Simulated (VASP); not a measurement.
# MgB2 (P6/mmm) in VASP: settings compared

MgB2 is run at these levels: r2SCAN, PBE-based screened hybrid; tasks: single point.

Program: VASP 6.6.1. These are calculated values, not measurements. Logs are shortened: lines on timing, memory, paths and dates and some standing lists are left out, and cuts for length are marked.

## Step 1: The cell of the first run

The structure is hexagonal, space group P6/mmm (No. 191). The conventional cell has a = 3.105 Å, b = 3.105 Å, c = 3.546 Å, α = 90.00°, β = 90.00°, γ = 120.00°. Mg (site symmetry 6/mmm) has 12 B at 2.52 Å and 6 Mg at 3.11 Å within 3.3 Å. B (site symmetry -6m2) has 3 B at 1.79 Å within 2.4 Å.

## Step 2: Single point, r2SCAN

Contents of POSCAR:

```
MgB2
1.0
    3.1054310590      0.0000000000      0.0000000000
   -1.5527155295      2.6893821868      0.0000000000
    0.0000000000      0.0000000000      3.5463318058
Mg B
1 2
Direct
    0.0000000000      0.0000000000      0.0000000000
    0.6666666667      0.3333333333      0.5000000000
    0.3333333333      0.6666666667      0.5000000000
```

Contents of INCAR.step1:

```
SYSTEM = MgB2
PREC = Accurate
ENCUT = 660
ISMEAR = -1
SIGMA = 0.05
LREAL = .False.
LASPH = .True.
NELM = 120
NBANDS = 15
GGA = PE
ALGO = Normal
EDIFF = 1E-5
LWAVE = .True.
LCHARG = .False.
GGA_COMPAT = .False.
```

Contents of INCAR.step2:

```
SYSTEM = MgB2
PREC = Accurate
ENCUT = 660
EDIFF = 1E-6
ISMEAR = -1
SIGMA = 0.05
LREAL = .False.
LASPH = .True.
NELM = 120
ALGO = Normal
ISIF = 2
LWAVE = .False.
LCHARG = .False.
METAGGA = R2SCAN
LMIXTAU = .True.
NBANDS = 15
ISTART = 1
GGA_COMPAT = .False.
```

Contents of KPOINTS:

```
Automatic mesh
0
Gamma
  10 10 8
  0 0 0
```

Potentials or basis: VASP PAW PBE potentials, release 64 (Mg_sv, B).

Command:

```
> cat potpaw_PBE.64/Mg_sv/POTCAR potpaw_PBE.64/B/POTCAR > POTCAR
> cp INCAR.step1 INCAR
> mpirun -np 1 vasp_std > vasp.out
> cp INCAR.step2 INCAR
> mpirun -np 1 vasp_std > vasp.out
```

OUTCAR:

```text
SYSTEM = MgB2
   PREC = Accurate
   ENCUT = 660
   EDIFF = 1E-6
   ISMEAR = -1
   LREAL = .False.
   LASPH = .True.
   NELM = 120
   ISIF = 2
   METAGGA = R2SCAN
   ISTART = 1

 ion  position               nearest neighbor table
   1  0.000  0.000  0.000-
   2  0.667  0.333  0.500-   3 1.79   3 1.79   3 1.79
   3  0.333  0.667  0.500-   2 1.79   2 1.79   2 1.79

  LATTYP: Found a hexagonal cell.
 ALAT       =     3.1054310590
 C/A-ratio  =     1.1419773096

  Lattice vectors:

 A1 = (   3.1054310590,   0.0000000000,   0.0000000000)
 A2 = (  -1.5527155295,   2.6893821868,   0.0000000000)
 A3 = (   0.0000000000,   0.0000000000,   3.5463318058)

Analysis of symmetry for initial positions (statically):
=====================================================================
 Subroutine PRICEL returns:
 Original cell was already a primitive cell.

 Routine SETGRP: Setting up the symmetry group for a
 hexagonal supercell.

 Subroutine GETGRP returns: Found 24 space group operations
 (whereof 24 operations were pure point group operations)
 out of a pool of 24 trial point group operations.

The static configuration has the point symmetry D_6h.

Analysis of symmetry for dynamics (positions and initial velocities):
=====================================================================
 Subroutine PRICEL returns:
 Original cell was already a primitive cell.

 Routine SETGRP: Setting up the symmetry group for a
 hexagonal supercell.

 Subroutine GETGRP returns: Found 24 space group operations
 (whereof 24 operations were pure point group operations)
 out of a pool of 24 trial point group operations.

The dynamic configuration has the point symmetry D_6h.

 Subroutine INISYM returns: Found 24 space group operations
 (whereof 24 operations are pure point group operations),
 and found     1 'primitive' translations

----------------------------------------------------------------------------------------

                                     Primitive cell

  volume of cell :      29.6179

  direct lattice vectors                    reciprocal lattice vectors
     3.105431059  0.000000000  0.000000000     0.322016487  0.185916305  0.000000000
    -1.552715529  2.689382187  0.000000000     0.000000000  0.371832611  0.000000000
     0.000000000  0.000000000  3.546331806     0.000000000  0.000000000  0.281981511

  length of vectors
     3.105431059  3.105431059  3.546331806     0.371832611  0.371832611  0.281981511

  position of ions in fractional coordinates (direct lattice)
     0.000000000  0.000000000  0.000000000
     0.666666667  0.333333333  0.500000000
     0.333333333  0.666666667  0.500000000

  ion indices of the primitive-cell ions
   primitive index   ion index
                 1           1
                 2           2
                 3           3

----------------------------------------------------------------------------------------

 KPOINTS: Automatic mesh

Automatic generation of k-mesh.
 Grid dimensions read from file:
 generate k-points for:   10   10    8

 Generating k-lattice:

  Cartesian coordinates                     Fractional coordinates (reciprocal lattice)
     0.032201649  0.018591631  0.000000000     0.100000000  0.000000000  0.000000000
     0.000000000  0.037183261  0.000000000     0.000000000  0.100000000  0.000000000
     0.000000000  0.000000000  0.035247689     0.000000000  0.000000000  0.125000000

  Length of vectors
     0.037183261  0.037183261  0.035247689

  Shift w.r.t. Gamma in fractional coordinates (k-lattice)
     0.000000000  0.000000000  0.000000000

 Subroutine IBZKPT returns following result:
 ===========================================

 Found     70 irreducible k-points:

 Following reciprocal coordinates:
            Coordinates               Weight
  0.000000  0.000000  0.000000      1.000000
  0.100000  0.000000  0.000000      6.000000
  0.200000  0.000000  0.000000      6.000000
  0.300000  0.000000  0.000000      6.000000
  0.400000  0.000000  0.000000      6.000000
  0.500000  0.000000  0.000000      3.000000
[... 16 lines left out ...]
  0.300000  0.100000  0.125000     24.000000
  0.400000  0.100000  0.125000     24.000000
 [... further k-points ...]
   k-points           NKPTS =     70   k-points in BZ     NKDIM =     70   number of bands    NBANDS=     15
   number of dos      NEDOS =    301   number of ions     NIONS =      3
   total plane-waves  NPLWV =  23520
   dimension x,y,z NGX =    28 NGY =   28 NGZ =   30
   dimension x,y,z NGXF=    56 NGYF=   56 NGZF=   60
   ions per type =               1   2
   NGX,Y,Z   is equivalent  to a cutoff of  14.99, 14.99, 14.06 a.u.
   NGXF,Y,Z  is equivalent  to a cutoff of  29.98, 29.98, 28.13 a.u.
 SYSTEM =  MgB2
   PREC   = accura    normal or accurate (medium, high low for compatibility)
   ISTART =      1    job   : 0-new  1-cont  2-samecut
   ICHARG =      0    charge: 1-file 2-atom 10-const
   ISPIN  =      1    spin polarized calculation?
   LNONCOLLINEAR =      F non collinear calculations
   LSORBIT =      F    spin-orbit coupling
   LASPH  =      T    aspherical Exc in radial PAW
   ENCUT  =  660.0 eV  48.51 Ry    6.96 a.u.   6.51  6.51  7.43*2*pi/ulx,y,z
   NELM   =    120;   NELMIN=  2; NELMDL=  0     # of ELM steps
   EDIFF  = 0.1E-05   stopping-criterion for ELM
   LREAL  =      F    real-space projection
   EDIFFG = 0.1E-04   stopping-criterion for IOM
   NSW    =      0    number of steps for IOM
   IBRION =     -1    ionic relax: 0-MD 1-quasi-New 2-CG
   NFREE  =      0    steps in history (QN), initial steepest desc. (CG)
   ISIF   =      2    stress and relaxation
   ISYM   =      2    0-nonsym 1-usesym 2-fastsym
   POTIM  = 0.5000    time-step for ionic-motion
   TEBEG  =    0.0;   TEEND  =   0.0 temperature during run
   PSTRESS=    0.0 pullay stress
   NELECT =      16.0000    total number of electrons
   NUPDOWN=      -1.0000    fix difference up-down
   EMIN   =  10.00;   EMAX   =-10.00  energy-range for DOS
   EFERMI =   0.00;   METHOD = LEGACY
   ISMEAR =    -1;   SIGMA  =   0.05  broadening in eV -4-tet -1-fermi 0-gaus
   EFERMI_NEDOS =   21; number of points for ismear=-14 and -15
   IALGO  =     38    algorithm
   IMIX   =      4    mixing-type and parameters
     AMIX     =   0.40;   BMIX     =  1.00
     AMIX_MAG =   1.60;   BMIX_MAG =  1.00
  volume/ion in A,a.u.               =       9.87        66.62
  Fermi-wavevector in a.u.,A,eV,Ry     =   1.333307  2.519585 24.187188  1.777708
  Thomas-Fermi vector in A             =   2.462176
   LORBIT       =      0    0 simple, 1 ext, 2 COOP (PROOUT), +10 PAW based schemes
   METAGGA = R2SCAN    functional components
   LHFCALC =     F    Hartree Fock is set to
   AEXX    =    0.0000 exact exchange contribution
   IVDW    =     0    specifies the selected vdW correction
   LEPSILON=     F    determine dielectric tensor
   LRPA    =     F    only Hartree local field effects (RPA)
 non-spin polarized calculation
  energy-cutoff  :      660.00
  volume of cell :       29.62
 maximum number of plane-waves:      1166
 NGX is ok and might be reduce to    28
   NGX = 13   NGY = 13   NGZ = 15

 number of electron      16.0000017 magnetization

 Free energy of the ion-electron system (eV)
  ---------------------------------------------------
  ext. energy  EPLUGINS =         0.00000000
  ---------------------------------------------------
  free energy    TOTEN  =       -19.42315583 eV

  energy without entropy =      -19.41737231  energy(sigma->0) =      -19.42026407

 E-fermi :   5.0208     XC(G=0): -11.7234

 val. band max:        4.9983956939   @ k =   0.4000   0.0000   0.5000
 cond. band min:       5.0275610705   @ k =   0.3000   0.2000   0.0000
 fundamental gap:      0.0291653766
 Fermi energy:         5.0208088047

 k-point     1 :       0.0000    0.0000    0.0000
  band No.  band energies     occupation
      1     -73.3553      2.00000
      2     -38.4715      2.00000
      3     -38.4715      2.00000
      4     -38.4519      2.00000
      5      -8.1048      2.00000
      6       1.9019      2.00000
      7       5.3528      0.00261
      8       5.3528      0.00261
      9       6.9165      0.00000
     10      11.5206      0.00000
     11      11.5206      0.00000
     12      13.2243      0.00000
     13      15.5950      0.00000
     14      18.6261      0.00000
     15      22.0615      0.00000

 k-point     2 :       0.1000    0.0000    0.0000
  band No.  band energies     occupation
      1     -73.3551      2.00000
      2     -38.4748      2.00000
      3     -38.4722      2.00000
      4     -38.4514      2.00000
      5      -7.9235      2.00000
      6       2.0788      2.00000
      7       4.4330      1.99998
      8       4.9369      1.68551
      9       7.0758      0.00000
     10      11.4082      0.00000
     11      12.3061      0.00000
     12      13.6984      0.00000
     13      14.9167      0.00000
     14      19.4714      0.00000
     15      21.2101      0.00000

 k-point     3 :       0.2000    0.0000    0.0000
  band No.  band energies     occupation
      1     -73.3543      2.00000
      2     -38.4837      2.00000
      3     -38.4743      2.00000
      4     -38.4500      2.00000
      5      -7.3829      2.00000
      6       2.4629      2.00000
      7       2.6037      2.00000
      8       4.1104      2.00000
      9       7.5567      0.00000
     10      10.8754      0.00000
     11      13.2193      0.00000
     12      14.2180      0.00000
     13      14.6483      0.00000
     14      20.0084      0.00000
     15      20.4205      0.00000
[... 343 lines left out ...]
 k-point    23 :       0.3000    0.1000    0.1250
  band No.  band energies     occupation
      1     -73.3529      2.00000
      2     -38.4993      2.00000
      3     -38.4799      2.00000
      4     -38.4484      2.00000
      5      -5.6766      2.00000
      6      -0.5934      2.00000
      7       2.3614      2.00000
      8       3.2037      2.00000
      9       8.9136      0.00000
     10      10.1776      0.00000
     11      11.3857      0.00000
     12      14.7142      0.00000
     13      16.1431      0.00000
     14      17.5470      0.00000
     15      20.0771      0.00000

 k-point    24 :       0.4000    0.1000    0.1250
  band No.  band energies     occupation
      1     -73.3524      2.00000
      2     -38.5051      2.00000
      3     -38.4818      2.00000
      4     -38.4474      2.00000
      5      -4.3642      2.00000
      6      -2.4487      2.00000
      7       2.0117      2.00000
      8       4.2846      2.00000
      9       7.3499      0.00000
     10      10.4419      0.00000
     11      11.7336      0.00000
     12      13.9015      0.00000
     13      15.7198      0.00000
     14      19.2203      0.00000
     15      20.0417      0.00000

 [... further k-points ...]
[... 5 lines left out ...]
  --------------------------------------------------------------------------------------
  -------------------------------------------------------------------------------------
  Total       -1.0614689     -1.0614689     -0.7912127      0.0000000      0.0000000     -0.0000000
  in kB      -57.4201172    -57.4201172    -42.8006213      0.0000000      0.0000000     -0.0000000
  external PRESSURE =     -52.5469519 kB  Pullay stress =       0.0000000 kB

 VOLUME and BASIS-vectors are now :
 -----------------------------------------------------------------------------
  energy-cutoff  :      660.00
  volume of cell :       29.62
      direct lattice vectors                 reciprocal lattice vectors
     3.105431059  0.000000000  0.000000000     0.322016487  0.185916305  0.000000000
    -1.552715529  2.689382187  0.000000000     0.000000000  0.371832611  0.000000000
     0.000000000  0.000000000  3.546331806     0.000000000  0.000000000  0.281981511

 POSITION                                       TOTAL-FORCE (eV/Angst)
 -----------------------------------------------------------------------------------
      0.00000      0.00000      0.00000         0.000000      0.000000     -0.000000
      1.55272      0.89646      1.77317         0.000000      0.000000      0.000000
     -0.00000      1.79292      1.77317        -0.000000      0.000000     -0.000000
 -----------------------------------------------------------------------------------
    total drift:                               -0.000000      0.000000      0.000000

  FREE ENERGIE OF THE ION-ELECTRON SYSTEM (eV)
  ---------------------------------------------------
  free  energy   TOTEN  =       -19.4231558263 eV

  energy  without entropy=      -19.4173723085  energy(sigma->0) =      -19.42026407
```

It took 65 s on 1 thread of Intel Xeon 6975P-C (Granite Rapids), shared host; peak memory 0.19 GiB.

Results:

```yaml
Free_energy: -19.4232 eV
Pressure: -5.3 GPa
Band_gap_on_the_k_mesh: zero (band 8 reaches 6.15 eV, above the bottom of band 9 at 3.64 eV)
```

Stress tensor (GPa, compression positive):
```
-5.74  0.00  0.00
 0.00 -5.74  0.00
 0.00  0.00 -4.28
```

Caveat: the PAW data sets were made with another functional, which shifts forces and pressure a little.

(Continued in part 2 of 2.)
